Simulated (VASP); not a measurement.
Wanted: the native input for a VASP 6.6.1 run.

```yaml
Task: single point
Functional: PBE
Potentials_or_basis: VASP PAW PBE potentials, release 64 (Ga_d, As, P)
Cutoff: 520 eV
k_mesh: 2 × 2 × 2
Occupations: gaussian, width 0.02 eV
Spin: no spin polarisation
Dipole_correction: no
Further_INCAR_settings: LREAL = Auto; ALGO = Normal; EDIFF = 1e-06; NBANDS = 82
```

The structure of Ga8AsP6 (a cell with a defect) lies in POSCAR:

```
Ga8AsP6
1.0
   -5.5051169764      5.5051169764      0.0000000000
   -5.5051169764      0.0000000000      5.5051169764
    0.0000000000      5.5051169764      5.5051169764
Ga As P
8 1 6
Direct
    1.0014762672      1.0048158874      0.5053018877
    0.5062395607      1.0024655286      0.5051861771
    0.9878371383      0.5483763584      0.4843564653
    1.0063825208      0.9994386175     -0.0021749765
    0.5121180008      0.4838740959      0.5016085057
    0.5086007277      1.0017906111     -0.0075870322
    1.0059592782      0.4906210915      0.0023379158
    0.5096116962      0.4915690278      0.0046545787
    0.3851775556      0.8683055275      0.3756137261
    0.8834717810      0.3753668648      0.3763979056
    0.8820271251      0.8681478560      0.8776070555
    0.3731076031      0.3750457999      0.3783563563
    0.3818584617      0.8686720955      0.8790377245
    0.8828536289      0.3736797072      0.8692470152
    0.3816116004      0.3728310422      0.8750570643
```

One way to write it, as run:

INCAR

```
ALGO = Normal
EDIFF = 1E-6
ENCUT = 520
GGA = PE
ISIF = 2
ISMEAR = 0
LASPH = T
LCHARG = F
LREAL = Auto
LWAVE = F
NBANDS = 82
NELM = 60
PREC = Accurate
SIGMA = 0.02
```

KPOINTS

```
k-points
0
Gamma
  2 2 2
```

Potentials or basis: VASP PAW PBE potentials, release 64 (Ga_d, As, P).

Run with:

```bash
$ cat potpaw_PBE.64/Ga_d/POTCAR potpaw_PBE.64/As/POTCAR potpaw_PBE.64/P/POTCAR > POTCAR
$ mpirun -np 1 vasp_std > vasp.out
```

It gave:

* Pressure: 0.2 GPa
* Largest force: 0.061 eV/Å
* Band gap on the k mesh: zero (an odd number of electrons rules out a gap without spin polarisation)

Caveat: the k points lie up to 0.49 Å⁻¹ apart, too coarse for converged energies and pressures of a metal.

It took 8.6 min on 1 thread of AMD EPYC 7R43 64-Core Processor (Zen 3) (shared host), peak memory 0.51 GiB.
